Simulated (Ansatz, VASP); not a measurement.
## Hg: VASP beside Ansatz

INCAR

```
SYSTEM = Hg
PREC = Accurate
ENCUT = 520
EDIFF = 1E-8
ISMEAR = -1
SIGMA = 0.03
LREAL = .False.
LASPH = .True.
NELM = 60
ALGO = Normal
ISIF = 2
LWAVE = .False.
LCHARG = .False.
GGA = PE
LEFG = .True.
NBANDS = 12
```

KPOINTS

```
regular mesh
0
Gamma
  12 12 12
  0 0 0
```

Contents of POSCAR:

```
Hg
1.0
    1.7300004553      0.9988162286      2.2340000000
   -1.7300004553      0.9988162286      2.2340000000
    0.0000000000     -1.9976324571      2.2340000000
Hg
1
Direct
    0.0000000000      0.0000000000      0.0000000000
```

Input for Ansatz:

```yaml
crystal:
  lattice:
    - [1.7300004553, 0.9988162286, 2.234]
    - [-1.7300004553, 0.9988162286, 2.234]
    - [0.0, -1.9976324571, 2.234]
  atoms:
    - { symbol: Hg, position: [0.0, 0.0, 0.0] }
kpoints:
  mp_grid: { grid: [12, 12, 12] }
  band_path:
    path:
      - [0.0, 0.0, 0.0]
      - [0.5, 0.5, 0.5]
      - [0.7000691066, 0.2999308934, 0.5]
      - [0.5, -0.2999308934, 0.2999308934]
      - [0.5, 0.0, 0.0]
      - [0.0, 0.0, 0.0]
      - [0.3999654467, -0.3999654467, 0.0]
      - [0.6000345533, 0.0, 0.3999654467]
      - [0.5, 0.0, 0.5]
    npoints: 8
scf:
  occupations: { method: fermi_dirac, width: 0.03 }
hamiltonian:
  xc: pbe
  pseudopotentials: { kind: paw }
output:
  forces: true
  stress: true
  eigenvalues: true
  efg: { contact_densities: true }
  populations: true
  bader: true
  dos: { projected: true, de: 0.2, e_range: [-14, 8] }
```

Alike in both runs: task electric field gradients; functional PBE; k mesh 12 × 12 × 12; occupations fermi-dirac, width 0.03 eV; no spin polarisation.

```csv
,VASP,Ansatz
version,VASP 6.6.1,Ansatz 0.2.0
potentials or method,"VASP PAW PBE potentials, release 64 (Hg)","PAW with Ansatz's default frozen-core files, scalar-relativistic"
plane-wave cutoff (eV),520,420
valence electrons in the cell,12,20
```

```csv
,VASP,Ansatz,Ansatz less VASP
pressure (GPa),6.6,6.1,-0.45
"traceless stress, the component that is largest in VASP (GPa)",0.81,0.63,-0.181
size of Vzz on the site where it differs most (V/Å²),146.6,123.0,-23.59
```

VASP's potentials hold 12 valence electrons a cell and Ansatz's 20, so a difference there can come from the potentials and not from the codes.

Spin-orbit coupling is off throughout.
